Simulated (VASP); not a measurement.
# Ti2Hg (P4/mmm) in VASP: a series of runs, part 3 of 3

VASP 6.6.1.

## 4. Relaxation of cell and atoms, PBE

Input file INCAR:

```
PREC = Accurate
ENCUT = 600
EDIFF = 1E-6
ISMEAR = 0
SIGMA = 0.1
LREAL = F
LASPH = T
NELM = 100
ALGO = Normal
ISIF = 3
LWAVE = F
LCHARG = F
GGA = PE
IBRION = 2
NSW = 90
EDIFFG = -0.04
```

Input file KPOINTS:

```
Automatic mesh
0
Gamma
  6 6 4
```

Input file POSCAR:

```
Ti2Hg
1.0
    2.9530157900      0.0000000000      0.0000000000
    0.0000000000      2.9530157900      0.0000000000
    0.0000000000      0.0000000000      5.6419762400
Ti Hg
2 1
Direct
    0.5000000000      0.5000000000      0.2700000100
    0.5000000000      0.5000000000      0.7299999900
    0.0000000000      0.0000000000      0.0000000000
```

Potentials or basis: VASP PAW PBE potentials, release 64 (Ti_sv, Hg).

Launch:

```sh
> cat potpaw_PBE.64/Ti_sv/POTCAR potpaw_PBE.64/Hg/POTCAR > POTCAR
> mpirun -np 1 vasp_std > vasp.out
```

OUTCAR:

```text
PREC = Accurate
   ENCUT = 600
   EDIFF = 1E-6
   ISMEAR = 0
   LREAL = F
   LASPH = T
   NELM = 100
   ISIF = 3
   GGA = PE
   IBRION = 2
   NSW = 90
   EDIFFG = -0.04

 ion  position               nearest neighbor table
   1  0.500  0.500  0.270-   3 2.58   3 2.58   3 2.58   3 2.58   2 2.60
   2  0.500  0.500  0.730-   3 2.58   3 2.58   3 2.58   3 2.58   1 2.60
   3  0.000  0.000  0.000-   1 2.58   2 2.58   1 2.58   2 2.58   1 2.58   2 2.58   1 2.58   2 2.58

  LATTYP: Found a simple tetragonal cell.
 ALAT       =     2.9530157900
 C/A-ratio  =     1.9105811283

  Lattice vectors:

 A1 = (   2.9530157900,   0.0000000000,   0.0000000000)
 A2 = (   0.0000000000,   2.9530157900,   0.0000000000)
 A3 = (   0.0000000000,   0.0000000000,   5.6419762400)

Analysis of symmetry for initial positions (statically):
=====================================================================
 Subroutine PRICEL returns:
 Original cell was already a primitive cell.

 Routine SETGRP: Setting up the symmetry group for a
 simple tetragonal supercell.

 Subroutine GETGRP returns: Found 16 space group operations
 (whereof 16 operations were pure point group operations)
 out of a pool of 16 trial point group operations.

The static configuration has the point symmetry D_4h.

Analysis of symmetry for dynamics (positions and initial velocities):
=====================================================================
 Subroutine PRICEL returns:
 Original cell was already a primitive cell.

 Routine SETGRP: Setting up the symmetry group for a
 simple tetragonal supercell.

 Subroutine GETGRP returns: Found 16 space group operations
 (whereof 16 operations were pure point group operations)
 out of a pool of 16 trial point group operations.

The dynamic configuration has the point symmetry D_4h.

 Subroutine INISYM returns: Found 16 space group operations
 (whereof 16 operations are pure point group operations),
 and found     1 'primitive' translations

----------------------------------------------------------------------------------------

                                     Primitive cell

  volume of cell :      49.1997

  direct lattice vectors                    reciprocal lattice vectors
     2.953015790  0.000000000  0.000000000     0.338636862  0.000000000  0.000000000
     0.000000000  2.953015790  0.000000000     0.000000000  0.338636862  0.000000000
     0.000000000  0.000000000  5.641976240     0.000000000  0.000000000  0.177242859

  length of vectors
     2.953015790  2.953015790  5.641976240     0.338636862  0.338636862  0.177242859

  position of ions in fractional coordinates (direct lattice)
     0.500000000  0.500000000  0.270000010
     0.500000000  0.500000000  0.729999990
     0.000000000  0.000000000  0.000000000

  ion indices of the primitive-cell ions
   primitive index   ion index
                 1           1
                 2           2
                 3           3

----------------------------------------------------------------------------------------

 KPOINTS: Automatic mesh

Automatic generation of k-mesh.
 Grid dimensions read from file:
[... 54 lines left out ...]
   NGXF,Y,Z  is equivalent  to a cutoff of  27.02, 27.02, 28.29 a.u.
 SYSTEM =  unknown system
   PREC   = accura    normal or accurate (medium, high low for compatibility)
   ISTART =      0    job   : 0-new  1-cont  2-samecut
   ICHARG =      2    charge: 1-file 2-atom 10-const
   ISPIN  =      1    spin polarized calculation?
   LNONCOLLINEAR =      F non collinear calculations
   LSORBIT =      F    spin-orbit coupling
   LASPH  =      T    aspherical Exc in radial PAW
   ENCUT  =  600.0 eV  44.10 Ry    6.64 a.u.   5.90  5.90 11.27*2*pi/ulx,y,z
   NELM   =    100;   NELMIN=  2; NELMDL= -5     # of ELM steps
   EDIFF  = 0.1E-05   stopping-criterion for ELM
   LREAL  =      F    real-space projection
   EDIFFG = -.4E-01   stopping-criterion for IOM
   NSW    =     90    number of steps for IOM
   IBRION =      2    ionic relax: 0-MD 1-quasi-New 2-CG
   NFREE  =      1    steps in history (QN), initial steepest desc. (CG)
   ISIF   =      3    stress and relaxation
   ISYM   =      2    0-nonsym 1-usesym 2-fastsym
   POTIM  = 0.5000    time-step for ionic-motion
   TEBEG  =    0.0;   TEEND  =   0.0 temperature during run
   PSTRESS=    0.0 pullay stress
   NELECT =      36.0000    total number of electrons
   NUPDOWN=      -1.0000    fix difference up-down
   EMIN   =  10.00;   EMAX   =-10.00  energy-range for DOS
   EFERMI =   0.00;   METHOD = LEGACY
   ISMEAR =     0;   SIGMA  =   0.10  broadening in eV -4-tet -1-fermi 0-gaus
   EFERMI_NEDOS =   21; number of points for ismear=-14 and -15
   IALGO  =     38    algorithm
   IMIX   =      4    mixing-type and parameters
     AMIX     =   0.40;   BMIX     =  1.00
     AMIX_MAG =   1.60;   BMIX_MAG =  1.00
  volume/ion in A,a.u.               =      16.40       110.67
  Fermi-wavevector in a.u.,A,eV,Ry     =   1.475213  2.787748 29.609725  2.176253
  Thomas-Fermi vector in A             =   2.589890
   LORBIT       =      0    0 simple, 1 ext, 2 COOP (PROOUT), +10 PAW based schemes
   GGA     = PE    functional components
   LHFCALC =     F    Hartree Fock is set to
   AEXX    =    0.0000 exact exchange contribution
   IVDW    =     0    specifies the selected vdW correction
   LEPSILON=     F    determine dielectric tensor
   LRPA    =     F    only Hartree local field effects (RPA)
 conjugate gradient relaxation of ions
 non-spin polarized calculation
 Gauss-broadening in eV      SIGMA  =   0.10
  energy-cutoff  :      600.00
  volume of cell :       49.20
 maximum number of plane-waves:      1672
 NGX is ok and might be reduce to    24
   NGX = 11   NGY = 11   NGZ = 23

--------------------------------------- Ionic step        1  -------------------------------------------

 number of electron      35.9999986 magnetization

 Free energy of the ion-electron system (eV)
  ---------------------------------------------------
  ext. energy  EPLUGINS =         0.00000000
  ---------------------------------------------------
  free energy    TOTEN  =       -12.62009917 eV

  energy without entropy =      -12.59589164  energy(sigma->0) =      -12.60799541

------------------------ aborting loop because EDIFF is reached ----------------------------------------

  FORCE on cell =-STRESS in cart. coord.  units (eV):
  Direction    XX          YY          ZZ          XY          YZ          ZX
  --------------------------------------------------------------------------------------
  -------------------------------------------------------------------------------------
  Total       11.7502708     11.7502708     13.9331316      0.0000000      0.0000000     -0.0000000
  in kB      382.6446675    382.6446675    453.7289905      0.0000000      0.0000000     -0.0000000
  external PRESSURE =     406.3394418 kB  Pullay stress =       0.0000000 kB
[... 24 lines left out ...]
--------------------------------------- Ionic step        2  -------------------------------------------

 number of electron      36.0000015 magnetization

 E-fermi :   3.1776     XC(G=0):  -9.4848

 val. band max:        3.1721929814   @ k =   0.3333   0.0000   0.5000
 cond. band min:       3.2213201343   @ k =   0.0000   0.0000   0.0000
 fundamental gap:      0.0491271530
 Fermi energy:         3.1775636435

 k-point     1 :       0.0000    0.0000    0.0000
  band No.  band energies     occupation
      1     -54.2118      2.00000
      2     -54.1653      2.00000
      3     -30.4957      2.00000
      4     -30.4957      2.00000
      5     -30.4602      2.00000
      6     -30.4602      2.00000
[... 658 lines left out ...]
  FREE ENERGIE OF THE ION-ELECTRON SYSTEM (eV)
  ---------------------------------------------------
  free  energy   TOTEN  =       -14.3007698053 eV

  energy  without entropy=      -14.2739317905  energy(sigma->0) =      -14.28735080

[... ionic steps 4 to 10 ...]

--------------------------------------- Ionic step       11  -------------------------------------------

 number of electron      36.0000014 magnetization

------------------------ aborting loop because EDIFF is reached ----------------------------------------
[... 69 lines left out ...]
--------------------------------------- Ionic step       13  -------------------------------------------

 number of electron      36.0000021 magnetization

 Free energy of the ion-electron system (eV)
  ---------------------------------------------------
  ext. energy  EPLUGINS =         0.00000000
  ---------------------------------------------------
  free energy    TOTEN  =       -14.69308392 eV

  energy without entropy =      -14.66597045  energy(sigma->0) =      -14.67952719

 E-fermi :   6.3440     XC(G=0): -11.3093

 val. band max:        6.3130731095   @ k =   0.3333   0.3333   0.2500
 cond. band min:       6.3442862784   @ k =   0.5000   0.0000   0.0000
 fundamental gap:      0.0312131688
 Fermi energy:         6.3439735027

 k-point     1 :       0.0000    0.0000    0.0000
  band No.  band energies     occupation
      1     -50.4596      2.00000
      2     -50.3438      2.00000
      3     -27.0437      2.00000
      4     -26.5121      2.00000
      5     -26.5121      2.00000
      6     -26.4375      2.00000
[... 621 lines left out ...]
  FREE ENERGIE OF THE ION-ELECTRON SYSTEM (eV)
  ---------------------------------------------------
  free  energy   TOTEN  =       -14.6930839198 eV

  energy  without entropy=      -14.6659704525  energy(sigma->0) =      -14.67952719

 reached required accuracy - stopping structural energy minimisation
```

CONTCAR:

```text
Ti2Hg
   1.00000000000000
     2.9073003602982066   -0.0000000000000000   -0.0000000000000000
     0.0000000000000000    2.9073003602982066   -0.0000000000000000
     0.0000000000000000    0.0000000000000000    6.8272998050305898
  Ti              Hg
     2     1
Direct
     0.5000000000000000    0.5000000000000000    0.3185462060220701
     0.5000000000000000    0.5000000000000000    0.6814537939779299
     0.0000000000000000    0.0000000000000000    0.0000000000000000

  0.00000000E+00  0.00000000E+00  0.00000000E+00
  0.00000000E+00  0.00000000E+00  0.00000000E+00
  0.00000000E+00  0.00000000E+00  0.00000000E+00
```

Run time: 5.2 min. Hardware: 1 thread of AMD EPYC 7R13 (Zen 3), shared host; peak memory 0.17 GiB.

Results:

```yaml
Free_energy: -14.6931 eV
Relaxed_volume: 19.24 Å³/atom
Relaxed_cell: a = 2.907 Å, b = 2.907 Å, c = 6.827 Å, α = 90.00°, β = 90.00°, γ = 90.00°
Space_group_after_relaxing_to_0.1_Å: P4/mmm (No. 123)
Energy_gained_by_relaxing: 691.0 meV/atom
Ionic_steps: 13
Pressure_after_relaxing: 0.0 GPa
Largest_force_after_relaxing: 0.005 eV/Å
Band_gap_on_the_k_mesh: zero (bands 18 and 19 overlap by 0.73 eV)
```

Forces on the atoms (eV/Å):
```
Ti   0.000  0.000 -0.005
Ti   0.000  0.000  0.005
Hg   0.000  0.000  0.000
```

Step by step:
| step | energy change (eV) | largest force (eV/Å) | pressure (GPa) | volume (Å³) |
| --- | --- | --- | --- | --- |
| 1 | 0.0000 | 4.1072 | 40.63 | 49.20 |
| 2 | -0.2740 | 0.0859 | -14.00 | 85.13 |
| 3 | -1.6807 | 0.5585 | -3.43 | 63.64 |
| 4 | -1.6888 | 0.6453 | -2.29 | 62.79 |
| 5 | -1.6901 | 0.7070 | -1.46 | 62.22 |
| 6 | -1.8194 | 0.6534 | -1.22 | 61.22 |
| 7 | -2.0438 | 0.3536 | 0.93 | 57.88 |
| 8 | -2.0541 | 0.2310 | 2.40 | 56.53 |
| 9 | -2.0569 | 0.2847 | 1.93 | 56.91 |
| 10 | -2.0532 | 0.0441 | -2.68 | 59.50 |
| 11 | -2.0678 | 0.1215 | -0.36 | 58.08 |
| 12 | -2.0718 | 0.0553 | -0.19 | 57.88 |
| 13 | -2.0730 | 0.0046 | 0.01 | 57.71 |

Final structure:
```xyz
3
Lattice="2.9073 0.0000 0.0000 0.0000 2.9073 0.0000 0.0000 0.0000 6.8273" Properties=species:S:1:pos:R:3 pbc="T T T"
Ti    1.4536    1.4536    2.1748
Ti    1.4536    1.4536    4.6525
Hg    0.0000    0.0000    0.0000
```

Levels at points of the mesh, in eV from the Fermi level:
```
           k point  band 16  band 17  band 18  band 19  band 20  band 21
(0.00, 0.00, 0.00)    -2.84    -0.80    -0.37    -0.31     1.01     1.32
(0.50, 0.00, 0.00)    -1.42    -0.92    -0.64     0.00     1.10     1.53
(0.50, 0.50, 0.00)    -1.36    -1.14     0.36     1.75     1.75     1.93
(0.00, 0.00, 0.50)    -0.88    -0.56    -0.48    -0.22     0.43     1.54
(0.50, 0.00, 0.50)    -1.80    -0.97    -0.63     0.04     0.12     1.67
(0.50, 0.50, 0.50)    -0.54    -0.54    -0.36    -0.36     0.27     3.13
```

Caveat: the volume moved by over 15 % at a fixed basis, so the end points are rough; spin-orbit coupling is left out, which moves the levels of the heavy elements.

## 5. Single point, PBE, collinear spin

This run uses another cell than the first one, of 19.21 Å³/atom.

Input file INCAR:

```
  ALGO = Normal
  EDIFF = 1E-6
  ENCUT = 520
  GGA = PE
  ISIF = 2
  ISMEAR = 0
  ISPIN = 2
  LASPH = True
  LCHARG = False
  LMAXMIX = 4
  LORBIT = 11
  LREAL = False
  LWAVE = False
  MAGMOM = 1 1 0
  NBANDS = 29
  NELM = 150
  PREC = Accurate
  SIGMA = 0.1
```

Input file KPOINTS:

```
k-points
0
Gamma
  6 6 4
```

Input file POSCAR:

```
Ti2Hg
1.0
    2.9086589471      0.0000000000      0.0000000000
    0.0000000000      2.9086589471      0.0000000000
    0.0000000000      0.0000000000      6.8122367807
Ti Hg
2 1
Direct
    0.5000000000      0.5000000000      0.3178359928
    0.5000000000      0.5000000000      0.6821640072
    0.0000000000      0.0000000000      0.0000000000
```

Potentials or basis: VASP PAW PBE potentials, release 64 (Ti_sv, Hg).

Launch:

```sh
> cat potpaw_PBE.64/Ti_sv/POTCAR potpaw_PBE.64/Hg/POTCAR > POTCAR
> mpirun -np 1 vasp_std > vasp.out
```

OUTCAR:

```text
EDIFF = 1E-6
   ENCUT = 520
   GGA = PE
   ISIF = 2
   ISMEAR = 0
   ISPIN = 2
   LASPH = True
   LORBIT = 11
   LREAL = False
   NELM = 150
   PREC = Accurate

 ion  position               nearest neighbor table
   1  0.500  0.500  0.318-   2 2.48   3 2.99   3 2.99   3 2.99   3 2.99
   2  0.500  0.500  0.682-   1 2.48   3 2.99   3 2.99   3 2.99   3 2.99
   3  0.000  0.000  0.000-   1 2.99   2 2.99   1 2.99   2 2.99   1 2.99   2 2.99   1 2.99   2 2.99

  LATTYP: Found a simple tetragonal cell.
 ALAT       =     2.9086589471
 C/A-ratio  =     2.3420541578

  Lattice vectors:

 A1 = (   2.9086589471,   0.0000000000,   0.0000000000)
[... 1757 lines left out ...]
  energy-cutoff  :      520.00
  volume of cell :       57.63
      direct lattice vectors                 reciprocal lattice vectors
     2.908658947  0.000000000  0.000000000     0.343801050  0.000000000  0.000000000
     0.000000000  2.908658947  0.000000000     0.000000000  0.343801050  0.000000000
     0.000000000  0.000000000  6.812236781     0.000000000  0.000000000  0.146794663

 POSITION                                       TOTAL-FORCE (eV/Angst)
 -----------------------------------------------------------------------------------
      1.45433      1.45433      2.16517         0.000000      0.000000     -0.268763
      1.45433      1.45433      4.64706        -0.000000     -0.000000      0.268763
      0.00000      0.00000      0.00000        -0.000000      0.000000      0.000000
 -----------------------------------------------------------------------------------
    total drift:                                0.000000     -0.000000     -0.000000

  FREE ENERGIE OF THE ION-ELECTRON SYSTEM (eV)
  ---------------------------------------------------
  free  energy   TOTEN  =       -14.7693103195 eV

  energy  without entropy=      -14.7482916192  energy(sigma->0) =      -14.75880097

 total charge

# of ion       s       p       d       tot
------------------------------------------
    1        2.202   6.074   1.953  10.229
    2        2.202   6.074   1.953  10.229
    3        0.848   0.591   9.238  10.677
--------------------------------------------------
tot          5.252  12.739  13.144  31.135

 magnetization (x)

# of ion       s       p       d       tot
------------------------------------------
    1        0.026   0.025   0.682   0.733
    2        0.026   0.025   0.682   0.733
    3       -0.007  -0.010   0.016  -0.001
--------------------------------------------------
tot          0.045   0.039   1.380   1.464
```

OSZICAR:

```text
N       E                     dE             d eps       ncg     rms          rms(c)
DAV:   1     0.435057968671E+03    0.43506E+03   -0.18257E+04  3512   0.147E+03
DAV:   2     0.246872496587E+02   -0.41037E+03   -0.39576E+03  3555   0.445E+02
DAV:   3    -0.135884542451E+02   -0.38276E+02   -0.37116E+02  5540   0.122E+02
DAV:   4    -0.164925062189E+02   -0.29041E+01   -0.28258E+01  4549   0.280E+01
DAV:   5    -0.166113615579E+02   -0.11886E+00   -0.11883E+00  4457   0.452E+00    0.127E+01
DAV:   6    -0.147415714989E+02    0.18698E+01   -0.64025E+00  4134   0.207E+01    0.593E+00
DAV:   7    -0.147567795820E+02   -0.15208E-01   -0.49661E-01  4379   0.482E+00    0.393E+00
DAV:   8    -0.147633882993E+02   -0.66087E-02   -0.50903E-02  4249   0.186E+00    0.195E+00
DAV:   9    -0.147678526761E+02   -0.44644E-02   -0.16330E-02  4357   0.977E-01    0.514E-01
DAV:  10    -0.147690165538E+02   -0.11639E-02   -0.23588E-03  4737   0.319E-01    0.134E-01
DAV:  11    -0.147692686509E+02   -0.25210E-03   -0.54274E-04  5018   0.188E-01    0.579E-02
DAV:  12    -0.147693028710E+02   -0.34220E-04   -0.10736E-04  4170   0.741E-02    0.249E-02
DAV:  13    -0.147693099685E+02   -0.70975E-05   -0.15670E-05  4350   0.303E-02    0.136E-02
DAV:  14    -0.147693103195E+02   -0.35104E-06   -0.35341E-06  3532   0.144E-02
   1 F= -.14769310E+02 E0= -.14758801E+02  d E =-.210187E-01  mag=     1.8152
```

stdout:

```text
POSCAR found type information on POSCAR TiHg
 POSCAR found :  2 types and       3 ions
 scaLAPACK will be used
 LDA part: xc-table for (Slater+PW92), standard interpolation
 POSCAR, INCAR and KPOINTS ok, starting setup
 FFT: planning ... GRIDC
 FFT: planning ... GRID_SOFT
 FFT: planning ... GRID
 WAVECAR not read
 entering main loop
```

Wall time 78 s (1 thread of AMD EPYC 7R13 (Zen 3), shared host); peak memory 0.21 GiB.

Results:

```yaml
Free_energy: -14.7693 eV
Pressure: 1.3 GPa
Largest_force: 0.269 eV/Å
Net_moment: 1.82 μB per cell
Site_moments: Ti +0.73; Hg -0.00 μB
Valence_electrons_inside_the_program's_atomic_spheres: Ti 10.23; Hg 10.68
```

Forces on the atoms (eV/Å):
```
Ti   0.000  0.000 -0.269
Ti   0.000  0.000  0.269
Hg   0.000  0.000  0.000
```

Stress tensor (GPa, compression positive):
```
0.75 0.00 0.00
0.00 0.75 0.00
0.00 0.00 2.46
```

Caveat: the k points lie up to 0.36 Å⁻¹ apart; spin-orbit coupling is left out, which moves the levels of the heavy elements.

## 6. The runs side by side

| task | spin | cell | cutoff (eV) | gap on the mesh (eV) | pressure (GPa) | largest force (eV/Å) |
| --- | --- | --- | --- | --- | --- | --- |
| single point | off | a = 2.953, b = 2.953, c = 5.642 Å, 3 atoms, atomic positions A | 520 | none | 40.6 | 4.11 |
| single point | off | a = 2.909, b = 2.909, c = 6.812 Å, 3 atoms, atomic positions B | 520 | none | 0.2 | 0.03 |
| relaxation of cell and atoms | off | relaxed from a = 2.953, b = 2.953, c = 5.642 Å, 3 atoms, atomic positions A | 600 | none | 0.0 | - |
| single point | collinear | a = 2.909, b = 2.909, c = 6.812 Å, 3 atoms, atomic positions B | 520 | none | 1.3 | 0.27 |

Alike in all rows: level PBE; potentials or basis VASP PAW PBE potentials, release 64 (Ti_sv, Hg); k mesh 6 × 6 × 4; smearing gaussian 0.1 eV.

Caveats: some runs use coarse meshes; spin-orbit coupling is left out, which moves the levels of the heavy elements; the stress differs along the axes, from 38 to 45 GPa (at least some runs); forces of over 1 eV/Å act on the atoms, so gaps and moduli don't describe the material at rest (at least some runs); the volume moved by over 15 % at a fixed basis, so the end points are rough (at least some runs).

Absolute energies hang on the potentials; compare differences alone.

The gap in the log of VASP goes by the Fermi energy; the results here count the filled bands.